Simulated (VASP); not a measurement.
Crystal: Pb.

```
CELL_PARAMETERS angstrom
-1.83775 1.83775 1.83775
1.83775 -1.83775 1.83775
1.83775 1.83775 -1.83775
ATOMIC_POSITIONS crystal
Pb 0.00000 0.00000 0.00000
```

This isn't the form of Pb at room conditions, which is fcc.

Base run:

```yaml
Program: VASP 6.6.1
Functional: rpbe exchange, lyp correlation
Potentials_or_basis: VASP PAW PBE potentials, release 64 (Pb_d)
Cutoff: 500 eV
k_mesh: 9 × 9 × 9
Occupations: fermi-dirac, width 0.05 eV
Spin: no spin polarisation
```

Its results: band gap on the k mesh zero (bands 7 and 8 overlap by 11.98 eV); pressure 25.3 GPa.

**Question.** The run is repeated on the same cell with these changes: functional from rpbe exchange, lyp correlation to PBE; occupations from fermi-dirac, width 0.05 eV to methfessel-paxton, width 0.025 eV. What comes out?

**Answer.** Band gap on the k mesh zero (bands 7 and 8 overlap by 12.26 eV); pressure 17.5 GPa.

Caveats: the cell stands under pressure; spin-orbit coupling is left out, which moves the levels of the heavy elements; the PAW data sets were made with another functional, which shifts forces and pressure a little (at least some runs).
